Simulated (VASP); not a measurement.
# WSe2 (P2_1/m) in VASP: single point with PBE+D3(BJ)

Aim: the single point of WSe2 with PBE+D3(BJ).

Everything below comes from runs of VASP 6.6.1. Logs are shortened: lines on timing, memory, paths and dates and some standing lists are left out, and cuts for length are marked.

## (1) The cell of the first run

The structure is monoclinic, space group P2_1/m (No. 11). Conventional cell: a = 3.279 Å, b = 12.789 Å, c = 3.279 Å, α = 90.00°, β = 120.00°, γ = 90.00°. W (site symmetry m) has 6 Se at 2.53 to 2.54 Å and 6 W at 3.28 Å within 3.3 Å. Within 3.4 Å of Se (site symmetry 1) lie 3 W at 2.53 to 2.54 Å and 8 Se at 3.23 to 3.37 Å.

## (2) Single point, PBE+D3(BJ) (atoms displaced along a vibrational mode)

INCAR reads:

```
SYSTEM = WSe2
PREC = Accurate ; ENCUT = 520
EDIFF = 1E-7 ; ISMEAR = 0
SIGMA = 0.05 ; LREAL = .False.
LASPH = .True. ; NELM = 60
ALGO = Normal ; ISIF = 2
LWAVE = .False. ; LCHARG = .True.
GGA = PE ; IVDW = 12
LELF = .True. ; LVHAR = .True.
NBANDS = 35
```

KPOINTS reads:

```
regular mesh
0
Gamma
  12 12 2
  0 0 0
```

POSCAR reads:

```
WSe2
1.0
    3.2790275604      0.0000000000      0.0000000000
   -1.6395137802      2.8397211670      0.0000000000
    0.0000000000      0.0000000000     12.7886113462
W Se
2 4
Direct
    0.4693925827      0.7662689501      0.2500000000
    0.5306074173      0.2337310499      0.7500000000
    0.1980304102      0.5676180525      0.6182912225
    0.8019695898      0.4323819475      0.1182912225
    0.1980304102      0.5676180525      0.8817087775
    0.8019695898      0.4323819475      0.3817087775
```

Potentials or basis: VASP PAW PBE potentials, release 64 (W_sv, Se).

On the command line:

```console
> cat potpaw_PBE.64/W_sv/POTCAR potpaw_PBE.64/Se/POTCAR > POTCAR
> mpirun -np 1 vasp_std > vasp.out
```

OUTCAR:

```text
SYSTEM = WSe2
   PREC = Accurate
   ENCUT = 520
   EDIFF = 1E-7
   ISMEAR = 0
   LREAL = .False.
   LASPH = .True.
   NELM = 60
   ISIF = 2
   GGA = PE
   IVDW = 12
 IVDW          = 12

 ion  position               nearest neighbor table
   1  0.469  0.766  0.250-   4 2.53   6 2.53   4 2.53   6 2.53   4 2.54   6 2.54
   2  0.531  0.234  0.750-   3 2.53   5 2.53   3 2.53   5 2.53   3 2.54   5 2.54
   3  0.198  0.568  0.618-   2 2.53   2 2.53   2 2.54
   4  0.802  0.432  0.118-   1 2.53   1 2.53   1 2.54
   5  0.198  0.568  0.882-   2 2.53   2 2.53   2 2.54
   6  0.802  0.432  0.382-   1 2.53   1 2.53   1 2.54

  LATTYP: Found a hexagonal cell.
 ALAT       =     3.2790275604
 C/A-ratio  =     3.9001231648

  Lattice vectors:

 A1 = (   3.2790275604,   0.0000000000,   0.0000000000)
 A2 = (  -1.6395137802,   2.8397211670,   0.0000000000)
 A3 = (   0.0000000000,   0.0000000000,  12.7886113462)

Analysis of symmetry for initial positions (statically):
=====================================================================
 Subroutine PRICEL returns:
 Original cell was already a primitive cell.

 Routine SETGRP: Setting up the symmetry group for a
 hexagonal supercell.

 Subroutine GETGRP returns: Found  4 space group operations
 (whereof  2 operations were pure point group operations)
 out of a pool of 24 trial point group operations.

The static configuration has the point symmetry S_2 .
 The point group associated with its full space group is C_2h.

Analysis of symmetry for dynamics (positions and initial velocities):
=====================================================================
 Subroutine PRICEL returns:
 Original cell was already a primitive cell.

 Routine SETGRP: Setting up the symmetry group for a
 hexagonal supercell.

 Subroutine GETGRP returns: Found  4 space group operations
 (whereof  2 operations were pure point group operations)
 out of a pool of 24 trial point group operations.

The dynamic configuration has the point symmetry S_2 .
 The point group associated with its full space group is C_2h.

 Subroutine INISYM returns: Found  4 space group operations
 (whereof  2 operations are pure point group operations),
 and found     1 'primitive' translations

----------------------------------------------------------------------------------------

                                     Primitive cell

  volume of cell :     119.0815

  direct lattice vectors                    reciprocal lattice vectors
     3.279027560  0.000000000  0.000000000     0.304968464  0.176073625  0.000000000
    -1.639513780  2.839721167  0.000000000     0.000000000  0.352147250  0.000000000
     0.000000000  0.000000000 12.788611346     0.000000000  0.000000000  0.078194573

  length of vectors
     3.279027560  3.279027560 12.788611346     0.352147250  0.352147250  0.078194573

  position of ions in fractional coordinates (direct lattice)
     0.469392583  0.766268950  0.250000000
     0.530607417  0.233731050  0.750000000
     0.198030410  0.567618053  0.618291222
     0.801969590  0.432381947  0.118291222
     0.198030410  0.567618053  0.881708778
     0.801969590  0.432381947  0.381708778

  ion indices of the primitive-cell ions
   primitive index   ion index
                 1           1
                 2           2
                 3           3
                 4           4
                 5           5
                 6           6

----------------------------------------------------------------------------------------

 KPOINTS: regular mesh

Automatic generation of k-mesh.
 Grid dimensions read from file:
 generate k-points for:   12   12    2

 Generating k-lattice:

  Cartesian coordinates                     Fractional coordinates (reciprocal lattice)
     0.025414039  0.014672802  0.000000000     0.083333333  0.000000000  0.000000000
     0.000000000  0.029345604  0.000000000     0.000000000  0.083333333  0.000000000
     0.000000000  0.000000000  0.039097286     0.000000000  0.000000000  0.500000000

  Length of vectors
     0.029345604  0.029345604  0.039097286

  Shift w.r.t. Gamma in fractional coordinates (k-lattice)
     0.000000000  0.000000000  0.000000000

 Subroutine IBZKPT returns following result:
 ===========================================

 Found    148 irreducible k-points:

 Following reciprocal coordinates:
            Coordinates               Weight
  0.000000  0.000000  0.000000      1.000000
  0.083333  0.000000  0.000000      2.000000
  0.000000  0.083333  0.000000      2.000000
 -0.083333  0.083333  0.000000      2.000000
  0.166667  0.000000  0.000000      2.000000
  0.000000  0.166667  0.000000      2.000000
[... 16 lines left out ...]
  0.166667  0.083333  0.000000      2.000000
 -0.083333  0.250000  0.000000      2.000000
 [... further k-points ...]
   k-points           NKPTS =    148   k-points in BZ     NKDIM =    148   number of bands    NBANDS=     35
   number of dos      NEDOS =    301   number of ions     NIONS =      6
   total plane-waves  NPLWV =  55296
   dimension x,y,z NGX =    24 NGY =   24 NGZ =   96
   dimension x,y,z NGXF=    48 NGYF=   48 NGZF=  192
   ions per type =               2   4
   NGX,Y,Z   is equivalent  to a cutoff of  12.17, 12.17, 12.48 a.u.
   NGXF,Y,Z  is equivalent  to a cutoff of  24.34, 24.34, 24.96 a.u.
 SYSTEM =  WSe2
   PREC   = accura    normal or accurate (medium, high low for compatibility)
   ISTART =      0    job   : 0-new  1-cont  2-samecut
   ICHARG =      2    charge: 1-file 2-atom 10-const
   ISPIN  =      1    spin polarized calculation?
   LNONCOLLINEAR =      F non collinear calculations
   LSORBIT =      F    spin-orbit coupling
   LASPH  =      T    aspherical Exc in radial PAW
   ENCUT  =  520.0 eV  38.22 Ry    6.18 a.u.   6.10  6.10 23.78*2*pi/ulx,y,z
   NELM   =     60;   NELMIN=  2; NELMDL= -5     # of ELM steps
   EDIFF  = 0.1E-06   stopping-criterion for ELM
   LREAL  =      F    real-space projection
   EDIFFG = 0.1E-05   stopping-criterion for IOM
   NSW    =      0    number of steps for IOM
   IBRION =     -1    ionic relax: 0-MD 1-quasi-New 2-CG
   NFREE  =      0    steps in history (QN), initial steepest desc. (CG)
   ISIF   =      2    stress and relaxation
   ISYM   =      2    0-nonsym 1-usesym 2-fastsym
   POTIM  = 0.5000    time-step for ionic-motion
   TEBEG  =    0.0;   TEEND  =   0.0 temperature during run
   PSTRESS=    0.0 pullay stress
   NELECT =      52.0000    total number of electrons
   NUPDOWN=      -1.0000    fix difference up-down
   EMIN   =  10.00;   EMAX   =-10.00  energy-range for DOS
   EFERMI =   0.00;   METHOD = LEGACY
   ISMEAR =     0;   SIGMA  =   0.05  broadening in eV -4-tet -1-fermi 0-gaus
   EFERMI_NEDOS =   21; number of points for ismear=-14 and -15
   IALGO  =     38    algorithm
   IMIX   =      4    mixing-type and parameters
     AMIX     =   0.40;   BMIX     =  1.00
     AMIX_MAG =   1.60;   BMIX_MAG =  1.00
  volume/ion in A,a.u.               =      19.85       133.93
  Fermi-wavevector in a.u.,A,eV,Ry     =   1.242018  2.347074 20.988466  1.542609
  Thomas-Fermi vector in A             =   2.376391
   LORBIT       =      0    0 simple, 1 ext, 2 COOP (PROOUT), +10 PAW based schemes
   GGA     = PE    functional components
   LHFCALC =     F    Hartree Fock is set to
   AEXX    =    0.0000 exact exchange contribution
   IVDW    =    12    specifies the selected vdW correction
   LEPSILON=     F    determine dielectric tensor
   LRPA    =     F    only Hartree local field effects (RPA)
 non-spin polarized calculation
 Gauss-broadening in eV      SIGMA  =   0.05
  energy-cutoff  :      520.00
  volume of cell :      119.08
 maximum number of plane-waves:      3248
   NGX = 13   NGY = 13   NGZ = 47

 number of electron      52.0000000 magnetization

 Free energy of the ion-electron system (eV)
  ---------------------------------------------------
  ext. energy  EPLUGINS =         0.00000000
  ---------------------------------------------------
  free energy    TOTEN  =       -42.92354966 eV

  energy without entropy =      -42.92354966  energy(sigma->0) =      -42.92354966

 E-fermi :   6.9023     XC(G=0): -10.8842

 val. band max:        6.6049961994   @ k =   0.0000   0.0000   0.0000
 cond. band min:       7.4137811775   @ k =  -0.1667   0.3333   0.0000
 fundamental gap:      0.8087849781
 Fermi energy:         6.9023494321

 k-point     1 :       0.0000    0.0000    0.0000
  band No.  band energies     occupation
      1     -67.7967      2.00000
      2     -67.7966      2.00000
      3     -32.0530      2.00000
      4     -32.0529      2.00000
      5     -31.9091      2.00000
      6     -31.9091      2.00000
[... 27 lines left out ...]
     34       9.4566      0.00000
     35      11.0861      0.00000

 k-point     2 :       0.0833    0.0000    0.0000
  band No.  band energies     occupation
      1     -67.7960      2.00000
      2     -67.7960      2.00000
      3     -32.0499      2.00000
      4     -32.0499      2.00000
      5     -31.9253      2.00000
      6     -31.9253      2.00000
[... 27 lines left out ...]
     34       9.4901      0.00000
     35      11.7064      0.00000

 k-point     3 :       0.0000    0.0833    0.0000
  band No.  band energies     occupation
      1     -67.7960      2.00000
      2     -67.7960      2.00000
      3     -32.0499      2.00000
      4     -32.0498      2.00000
      5     -31.9245      2.00000
      6     -31.9245      2.00000
[... 27 lines left out ...]
     34       9.4408      0.00000
     35      11.6857      0.00000
[... 723 lines left out ...]
 k-point    23 :       0.1667    0.0833    0.0000
  band No.  band energies     occupation
      1     -67.7923      2.00000
      2     -67.7923      2.00000
      3     -32.0341      2.00000
      4     -32.0340      2.00000
      5     -32.0049      2.00000
      6     -32.0049      2.00000
[... 27 lines left out ...]
     34      10.3239      0.00000
     35      13.0941      0.00000

 k-point    24 :      -0.0833    0.2500    0.0000
  band No.  band energies     occupation
      1     -67.7923      2.00000
      2     -67.7923      2.00000
      3     -32.0340      2.00000
      4     -32.0340      2.00000
      5     -32.0034      2.00000
      6     -32.0034      2.00000
[... 27 lines left out ...]
     34      10.3987      0.00000
     35      12.9370      0.00000

 [... further k-points ...]

------------------------ aborting loop because EDIFF is reached ----------------------------------------

 Edisp (eV)   -2.85303

 E8    (eV) :    -1.2727

  FORCE on cell =-STRESS in cart. coord.  units (eV):
  Direction    XX          YY          ZZ          XY          YZ          ZX
  --------------------------------------------------------------------------------------
  -------------------------------------------------------------------------------------
  Total       0.46848     0.22903     1.73229    -0.03504     0.00000     0.00000
  in kB       6.30310     3.08145    23.30701    -0.47144     0.00000     0.00000
  external pressure =       10.90 kB  Pullay stress =        0.00 kB

 VOLUME and BASIS-vectors are now :
 -----------------------------------------------------------------------------
  energy-cutoff  :      520.00
  volume of cell :      119.08
      direct lattice vectors                 reciprocal lattice vectors
     3.279027560  0.000000000  0.000000000     0.304968464  0.176073625  0.000000000
    -1.639513780  2.839721167  0.000000000     0.000000000  0.352147250  0.000000000
     0.000000000  0.000000000 12.788611346     0.000000000  0.000000000  0.078194573

 POSITION                                       TOTAL-FORCE (eV/Angst)
 -----------------------------------------------------------------------------------
      0.28284      2.17599      3.19715        -0.142290     -0.100685      0.000000
      1.35667      0.66373      9.59146         0.142290      0.100685      0.000000
     -0.28127      1.61188      7.90709         0.105076      0.032564      0.129737
      1.92078      1.22784      1.51278        -0.105076     -0.032564      0.129737
     -0.28127      1.61188     11.27583         0.105076      0.032564     -0.129737
      1.92078      1.22784      4.88153        -0.105076     -0.032564     -0.129737
 -----------------------------------------------------------------------------------
    total drift:                                0.000000      0.000000     -0.000000

  FREE ENERGIE OF THE ION-ELECTRON SYSTEM (eV)
  ---------------------------------------------------
  free  energy   TOTEN  =       -45.7765786559 eV

  energy  without entropy=      -45.7765786559  energy(sigma->0) =      -45.77657866
```

Wall time 7.5 min (1 thread of Intel Xeon Platinum 8175M at 2.50GHz (Skylake/Cascade Lake), shared host); peak memory 0.59 GiB.

Results:

```yaml
Free_energy: -45.7766 eV
Pressure: 1.1 GPa
Largest_force: 0.174 eV/Å
Band_gap_on_the_k_mesh: 0.81 eV (least direct gap 1.60 eV)
Dispersion_energy_per_atom: -0.476 eV
```

Forces in eV/Å, atoms in the order of the input:
```
W   -0.142 -0.101  0.000
W    0.142  0.101  0.000
Se   0.105  0.033  0.130
Se  -0.105 -0.033  0.130
Se   0.105  0.033 -0.130
Se  -0.105 -0.033 -0.130
```

Stress tensor (GPa, compression positive):
```
 0.63 -0.05  0.00
-0.05  0.31  0.00
 0.00  0.00  2.33
```

Caveat: the cell differs from its parent crystal (atoms displaced along a vibrational mode); spin-orbit coupling is left out, which moves the levels of the heavy elements. A k mesh can miss the band edges.
